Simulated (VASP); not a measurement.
# MgCd3O4 (P4/mmm) in VASP: relaxation of cell and atoms with PBE

Aim: the relaxation of cell and atoms of MgCd3O4 with PBE.

All numbers are computed with VASP 6.6.1; they aren't measurements. Logs are shortened: lines on timing, memory, paths and dates and some standing lists are left out, and cuts for length are marked.

## (1) The cell of the first run

It takes space group P4/mmm (No. 123, tetragonal). The conventional cell has a = 3.309 Å, b = 3.309 Å, c = 9.329 Å, α = 90.00°, β = 90.00°, γ = 90.00°. Mg (site symmetry 4/mmm) has 6 O at 2.16 to 2.34 Å within 2.9 Å. Within 3.0 Å of Cd (site symmetry 4mm) lie 6 O at 2.27 to 2.39 Å. Within 3.1 Å of Cd (site symmetry 4/mmm) lie 6 O at 2.34 to 2.50 Å. O (site symmetry 4/mmm) has 2 Cd at 2.27 Å and 4 Mg at 2.34 Å within 3.0 Å. Within 2.9 Å of O (site symmetry 4mm) lie 1 Mg at 2.16 Å and 5 Cd at 2.34 to 2.50 Å. Within 3.1 Å of O (site symmetry 4/mmm) lie 6 Cd at 2.34 to 2.39 Å.

## (2) Relaxation of cell and atoms, PBE

Input file INCAR:

```
ALGO = Normal ; EDIFF = 1E-6
EDIFFG = -0.01 ; ENCUT = 600
GGA = PE ; IBRION = 2
ISIF = 3 ; ISMEAR = 0
LASPH = T ; LCHARG = F
LREAL = F ; LWAVE = F
NELM = 80 ; NSW = 100
PREC = Accurate ; SIGMA = 0.1
```

Input file KPOINTS:

```
k-points
0
Gamma
  12 12 4
```

Input file POSCAR:

```
MgCd3O4
1.0
    3.3087398172      0.0000000000      0.0000000000
    0.0000000000      3.3087398172      0.0000000000
    0.0000000000      0.0000000000      9.3285202108
Mg Cd O
1 3 4
Direct
    0.5000000000      0.5000000000      0.0000000000
    0.0000000000      0.0000000000      0.7566396898
    0.0000000000      0.0000000000      0.2433603102
    0.5000000000      0.5000000000      0.5000000000
    0.0000000000      0.0000000000      0.0000000000
    0.5000000000      0.5000000000      0.2320270433
    0.0000000000      0.0000000000      0.5000000000
    0.5000000000      0.5000000000      0.7679729567
```

Potentials or basis: VASP PAW PBE potentials, release 64 (Mg, Cd, O).

Command:

```
cat potpaw_PBE.64/Mg/POTCAR potpaw_PBE.64/Cd/POTCAR potpaw_PBE.64/O/POTCAR > POTCAR
mpirun -np 1 vasp_std > vasp.out
```

OUTCAR:

```text
EDIFF = 1E-6
   EDIFFG = -0.01
   ENCUT = 600
   GGA = PE
   IBRION = 2
   ISIF = 3
   ISMEAR = 0
   LASPH = T
   LREAL = F
   NELM = 80
   NSW = 100
   PREC = Accurate

 ion  position               nearest neighbor table
   1  0.500  0.500  0.000-   6 2.16   8 2.16   5 2.34   5 2.34   5 2.34   5 2.34   3 3.26   3 3.26
                             2 3.26   3 3.26   2 3.26   2 3.26   3 3.26   2 3.26
   2  0.000  0.000  0.757-   5 2.27   8 2.34   8 2.34   8 2.34   8 2.34   7 2.39   1 3.26   1 3.26
                             1 3.26   1 3.26   4 3.35   4 3.35   4 3.35   4 3.35
   3  0.000  0.000  0.243-   5 2.27   6 2.34   6 2.34   6 2.34   6 2.34   7 2.39   1 3.26   1 3.26
                             1 3.26   1 3.26   4 3.35   4 3.35   4 3.35   4 3.35
   4  0.500  0.500  0.500-   7 2.34   7 2.34   7 2.34   7 2.34   8 2.50   6 2.50   3 3.35   3 3.35
                             2 3.35   3 3.35   2 3.35   2 3.35   3 3.35   2 3.35
   5  0.000  0.000  0.000-   2 2.27   3 2.27   1 2.34   1 2.34   1 2.34   1 2.34
   6  0.500  0.500  0.232-   1 2.16   3 2.34   3 2.34   3 2.34   3 2.34   4 2.50
   7  0.000  0.000  0.500-   4 2.34   4 2.34   4 2.34   4 2.34   2 2.39   3 2.39
   8  0.500  0.500  0.768-   1 2.16   2 2.34   2 2.34   2 2.34   2 2.34   4 2.50

  LATTYP: Found a simple tetragonal cell.
 ALAT       =     3.3087398172
 C/A-ratio  =     2.8193574370

  Lattice vectors:

 A1 = (   3.3087398172,   0.0000000000,   0.0000000000)
 A2 = (   0.0000000000,   3.3087398172,   0.0000000000)
 A3 = (   0.0000000000,   0.0000000000,   9.3285202108)

Analysis of symmetry for initial positions (statically):
=====================================================================
 Subroutine PRICEL returns:
 Original cell was already a primitive cell.

 Routine SETGRP: Setting up the symmetry group for a
 simple tetragonal supercell.

 Subroutine GETGRP returns: Found 16 space group operations
 (whereof 16 operations were pure point group operations)
 out of a pool of 16 trial point group operations.

The static configuration has the point symmetry D_4h.

Analysis of symmetry for dynamics (positions and initial velocities):
=====================================================================
 Subroutine PRICEL returns:
 Original cell was already a primitive cell.

 Routine SETGRP: Setting up the symmetry group for a
 simple tetragonal supercell.

 Subroutine GETGRP returns: Found 16 space group operations
 (whereof 16 operations were pure point group operations)
 out of a pool of 16 trial point group operations.

The dynamic configuration has the point symmetry D_4h.

 Subroutine INISYM returns: Found 16 space group operations
 (whereof 16 operations are pure point group operations),
 and found     1 'primitive' translations
[... 120 lines left out ...]
   EMIN   =  10.00;   EMAX   =-10.00  energy-range for DOS
   EFERMI =   0.00;   METHOD = LEGACY
   ISMEAR =     0;   SIGMA  =   0.10  broadening in eV -4-tet -1-fermi 0-gaus
   EFERMI_NEDOS =   21; number of points for ismear=-14 and -15
   IALGO  =     38    algorithm
   IMIX   =      4    mixing-type and parameters
     AMIX     =   0.40;   BMIX     =  1.00
     AMIX_MAG =   1.60;   BMIX_MAG =  1.00
  volume/ion in A,a.u.               =      12.77        86.15
  Fermi-wavevector in a.u.,A,eV,Ry     =   1.386201  2.619539 26.144301  1.921552
  Thomas-Fermi vector in A             =   2.510539
   LORBIT       =      0    0 simple, 1 ext, 2 COOP (PROOUT), +10 PAW based schemes
   GGA     = PE    functional components
   LHFCALC =     F    Hartree Fock is set to
   AEXX    =    0.0000 exact exchange contribution
   IVDW    =     0    specifies the selected vdW correction
   LEPSILON=     F    determine dielectric tensor
   LRPA    =     F    only Hartree local field effects (RPA)
 conjugate gradient relaxation of ions
 non-spin polarized calculation
 Gauss-broadening in eV      SIGMA  =   0.10
  energy-cutoff  :      600.00
  volume of cell :      102.13
 maximum number of plane-waves:      3454
 NGX is ok and might be reduce to    28
   NGX = 13   NGY = 13   NGZ = 37

--------------------------------------- Ionic step        1  -------------------------------------------

 number of electron      62.0000034 magnetization

 Free energy of the ion-electron system (eV)
  ---------------------------------------------------
  ext. energy  EPLUGINS =         0.00000000
  ---------------------------------------------------
  free energy    TOTEN  =       -34.51585418 eV

  energy without entropy =      -34.51531962  energy(sigma->0) =      -34.51558690

------------------------ aborting loop because EDIFF is reached ----------------------------------------

  FORCE on cell =-STRESS in cart. coord.  units (eV):
  Direction    XX          YY          ZZ          XY          YZ          ZX
  --------------------------------------------------------------------------------------
  -------------------------------------------------------------------------------------
  Total        0.4487943      0.4487943      0.4392811      0.0000000      0.0000000     -0.0000000
  in kB        7.0407655      7.0407655      6.8915217      0.0000000      0.0000000     -0.0000000
  external PRESSURE =       6.9910175 kB  Pullay stress =       0.0000000 kB
[... 197 lines left out ...]
--------------------------------------- Ionic step        6  -------------------------------------------

 number of electron      62.0000036 magnetization

 Free energy of the ion-electron system (eV)
  ---------------------------------------------------
  ext. energy  EPLUGINS =         0.00000000
  ---------------------------------------------------
  free energy    TOTEN  =       -34.51715087 eV

  energy without entropy =      -34.51660989  energy(sigma->0) =      -34.51688038

 E-fermi :   2.3250     XC(G=0): -11.2381

 val. band max:        2.2499215991   @ k =   0.5000   0.0000   0.0000
 cond. band min:       2.5184053834   @ k =   0.0833   0.0000   0.0000
 fundamental gap:      0.2684837843
 Fermi energy:         2.3250232023

 k-point     1 :       0.0000    0.0000    0.0000
  band No.  band energies     occupation
      1     -15.3352      2.00000
      2     -14.8826      2.00000
      3     -14.7753      2.00000
      4     -14.1647      2.00000
      5      -5.3321      2.00000
      6      -4.9340      2.00000
[... 949 lines left out ...]
     36       9.4708      0.00000
     37      10.2441      0.00000

 [... further k-points ...]

------------------------ aborting loop because EDIFF is reached ----------------------------------------

  FORCE on cell =-STRESS in cart. coord.  units (eV):
  Direction    XX          YY          ZZ          XY          YZ          ZX
  --------------------------------------------------------------------------------------
  -------------------------------------------------------------------------------------
  Total       -0.0003843     -0.0003843      0.0204899      0.0000000      0.0000000     -0.0000000
  in kB       -0.0059965     -0.0059965      0.3197274      0.0000000      0.0000000     -0.0000000
  external PRESSURE =       0.1025781 kB  Pullay stress =       0.0000000 kB
[... 23 lines left out ...]
  FREE ENERGIE OF THE ION-ELECTRON SYSTEM (eV)
  ---------------------------------------------------
  free  energy   TOTEN  =       -34.5171508729 eV

  energy  without entropy=      -34.5166098944  energy(sigma->0) =      -34.51688038

 reached required accuracy - stopping structural energy minimisation
```

CONTCAR:

```text
MgCd3O4
   1.00000000000000
     3.3150366065888135   -0.0000000000000000   -0.0000000000000000
     0.0000000000000000    3.3150366065888135   -0.0000000000000000
     0.0000000000000000    0.0000000000000000    9.3431785496058897
  Mg              Cd              O
     1     3     4
Direct
     0.5000000000000000    0.5000000000000000    0.0000000000000000
     0.0000000000000000    1.0000000000000000    0.7566641078820234
     0.0000000000000000    0.0000000000000000    0.2433358921179765
     0.5000000000000000    0.5000000000000000    0.5000000000000000
     0.0000000000000000    0.0000000000000000    0.0000000000000000
     0.5000000000000000    0.5000000000000000    0.2316815063594422
     0.0000000000000000    0.0000000000000000    0.5000000000000000
     0.5000000000000000    0.5000000000000000    0.7683184936405578

  0.00000000E+00  0.00000000E+00  0.00000000E+00
  0.00000000E+00  0.00000000E+00  0.00000000E+00
  0.00000000E+00  0.00000000E+00  0.00000000E+00
  0.00000000E+00  0.00000000E+00  0.00000000E+00
  0.00000000E+00  0.00000000E+00  0.00000000E+00
  0.00000000E+00  0.00000000E+00  0.00000000E+00
  0.00000000E+00  0.00000000E+00  0.00000000E+00
  0.00000000E+00  0.00000000E+00  0.00000000E+00
```

It took 13 min on 1 thread of Intel Xeon Platinum 8488C (Sapphire Rapids), shared host; peak memory 0.48 GiB.

What came out:

* Free energy: -34.5172 eV
* Relaxed volume: 12.83 Å³/atom
* Relaxed cell: a = 3.315 Å, b = 3.315 Å, c = 9.343 Å, α = 90.00°, β = 90.00°, γ = 90.00°
* Space group after relaxing (to 0.1 Å): P4/mmm (No. 123)
* Energy gained by relaxing: 0.2 meV/atom
* Ionic steps: 6
* Pressure after relaxing: 0.0 GPa
* Largest force after relaxing: 0.004 eV/Å
* Band gap on the k mesh: zero (bands 31 and 32 overlap by 0.24 eV)

Forces in eV/Å, atoms in the order of the input:
```
Mg   0.000  0.000  0.000
Cd   0.000  0.000  0.004
Cd   0.000  0.000 -0.004
Cd   0.000  0.000  0.000
O    0.000  0.000  0.000
O    0.000  0.000  0.003
O    0.000  0.000  0.000
O    0.000  0.000 -0.003
```

The path:
```
step  energy change (eV)  largest force (eV/Å)  pressure (GPa)  volume (Å³)
   1              0.0000                0.0208            0.70       102.13
   2             -0.0010                0.0140           -0.33       102.95
   3             -0.0013                0.0140           -0.01       102.69
   4             -0.0013                0.0142            0.00       102.68
   5             -0.0013                0.0108            0.00       102.68
   6             -0.0013                0.0037            0.01       102.68
```

Final structure:
```cif
data_structure
_symmetry_space_group_name_H-M 'P 1'
_symmetry_Int_Tables_number 1
_cell_length_a 3.3150
_cell_length_b 3.3150
_cell_length_c 9.3432
_cell_angle_alpha 90.000
_cell_angle_beta 90.000
_cell_angle_gamma 90.000
_cell_volume 102.68
loop_
_atom_site_label
_atom_site_type_symbol
_atom_site_fract_x
_atom_site_fract_y
_atom_site_fract_z
_atom_site_occupancy
Mg1 Mg 0.50000 0.50000 0.00000 1
Cd1 Cd 0.00000 0.00000 0.75666 1
Cd2 Cd 0.00000 0.00000 0.24334 1
Cd3 Cd 0.50000 0.50000 0.50000 1
O1 O 0.00000 0.00000 0.00000 1
O2 O 0.50000 0.50000 0.23168 1
O3 O 0.00000 0.00000 0.50000 1
O4 O 0.50000 0.50000 0.76832 1
```

Levels at points of the mesh, in eV from the Fermi level:
```
           k point  band 28  band 29  band 30  band 31  band 32  band 33  band 34  band 35
(0.00, 0.00, 0.00)    -1.93    -1.50    -1.12    -1.12    -0.31     2.87     3.47     5.23
(0.50, 0.00, 0.00)    -0.64    -0.25    -0.23    -0.08     3.94     4.28     4.91     5.75
(0.50, 0.50, 0.00)    -2.33    -2.14    -2.14    -1.90     3.59     3.76     5.93     7.91
(0.00, 0.00, 0.50)    -1.81    -1.81    -1.12    -1.12     0.95     1.67     3.81     5.46
(0.50, 0.00, 0.50)    -0.82    -0.65    -0.25    -0.23     4.06     4.65     4.71     5.76
(0.50, 0.50, 0.50)    -2.24    -2.15    -2.15    -1.96     3.74     4.67     4.68     7.37
```

Caveat: semilocal functionals underestimate gaps, and a narrow one can read as zero.

The gap in the log of VASP goes by the Fermi energy; the results here count the filled bands.